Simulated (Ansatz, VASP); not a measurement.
## TiH: VASP beside Ansatz

File POSCAR:

```
TiH
1.0
    0.0000000000      2.1895236351      2.1895236351
    2.1895236351      0.0000000000      2.1895236351
    2.1895236351      2.1895236351      0.0000000000
Ti H
1 1
Direct
    0.0000000000      0.0000000000      0.0000000000
    0.7500000000      0.7500000000      0.7500000000
```

The input INCAR.step1:

```
  ALGO = Normal
  EDIFF = 1E-4
  ENCUT = 600
  GGA = PE
  ISMEAR = 0
  LASPH = T
  LCHARG = F
  LREAL = F
  LWAVE = T
  NELM = 60
  PREC = Accurate
  SIGMA = 0.1
```

The input INCAR.step2:

```
  ALGO = Normal
  EDIFF = 1E-6
  EDIFFG = -0.04
  ENCUT = 600
  IBRION = 2
  ISIF = 3
  ISMEAR = 0
  ISTART = 1
  LASPH = T
  LCHARG = F
  LMIXTAU = T
  LREAL = F
  LWAVE = F
  METAGGA = R2SCAN
  NELM = 60
  NSW = 90
  PREC = Accurate
  SIGMA = 0.1
```

The input KPOINTS:

```
k-points
0
Gamma
  6 6 6
```

Input for Ansatz:

```yaml
crystal:
  lattice:
    - [0.0, 2.1895236351, 2.1895236351]
    - [2.1895236351, 0.0, 2.1895236351]
    - [2.1895236351, 2.1895236351, 0.0]
  atoms:
    - { symbol: Ti, position: [0.0, 0.0, 0.0] }
    - { symbol: H, position: [0.75, 0.75, 0.75] }
basis:
  ecutwfc: 500
kpoints:
  mp_grid: { grid: [6, 6, 6] }
hamiltonian:
  xc: r2scan
scf:
  occupations: { method: gaussian, width: 0.1 }
  lower_state_search: "off"
output:
  forces: true
  stress: true
  eigenvalues: true
relax:
  adjacent_minimum: "off"
  f_tol: 0.04
  max_steps: 70
  cell: { stress_tol: 0.4 }
```

Alike in both runs: task relaxation of cell and atoms; functional r2SCAN; k mesh 6 × 6 × 6; occupations gaussian, width 0.1 eV; no spin polarisation.

|  | VASP | Ansatz |
| --- | --- | --- |
| version | VASP 6.6.1 | Ansatz 0.2.0 |
| potentials or method | VASP PAW PBE potentials, release 64 (Ti_sv, H), cutoff 600 eV | scalar-relativistic, plane waves, PAW |
| valence electrons in the cell | 13 | 13 |

|  | VASP | Ansatz | Ansatz less VASP |
| --- | --- | --- | --- |
| gap on the k mesh at the Fermi level, each at its own relaxed structure (eV) | none | none | - |
| relaxed volume (Å³/atom) | 10.14 | 10.13 | -0.014 |
| relaxed cell length with the largest relative difference (Å) | 3.061 | 3.060 | -0.0014 |

VASP's potentials were made for PBE, not for r2SCAN. A gap of «none» marks a metal or a gap that the smearing closes.

The k mesh is coarse, so the values compare programs but aren't converged.
